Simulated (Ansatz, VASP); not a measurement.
AlGa3O6 in VASP and in Ansatz

```
Al Ga O
1.0
     2.49748    1.44192    4.49794
    -2.49748    1.44192    4.49794
     0.00000   -2.88384    4.49794
Al Ga O
1 3 6
Direct
  0.85042 0.85042 0.85042
  0.64057 0.64057 0.64057
  0.14499 0.14499 0.14499
  0.35576 0.35576 0.35576
  0.05295 0.45704 0.74866
  0.74866 0.05295 0.45704
  0.45704 0.74866 0.05295
  0.94728 0.56709 0.23524
  0.23524 0.94728 0.56709
  0.56709 0.23524 0.94728
```

Alike in both runs: functional PBE; k mesh 6 × 6 × 6; occupations gaussian, width 0.1 eV; no spin polarisation.

Ansatz relaxed the structure, and its values are those at the end. VASP's run is a single point on that final structure, the one shown.

|  | VASP | Ansatz |
| --- | --- | --- |
| version | VASP 6.6.1 | Ansatz 0.2.0 |
| potentials or method | VASP PAW PBE potentials, release 64 (Al, Ga_d, O), cutoff 520 eV | scalar-relativistic, plane waves, PAW |
| valence electrons in the cell | 78 | 78 |

|  | VASP | Ansatz | Ansatz less VASP |
| --- | --- | --- | --- |
| gap on the k mesh at the Fermi level (eV) | 3.04 | 3.05 | +0.008 |
| least direct gap on the mesh (eV) | 3.21 | 3.22 | +0.008 |
| pressure (GPa) | 0.7 | 0.0 | -0.66 |
| rms of the force components (eV/Å) | 0.022 | 0.005 | -0.0169 |
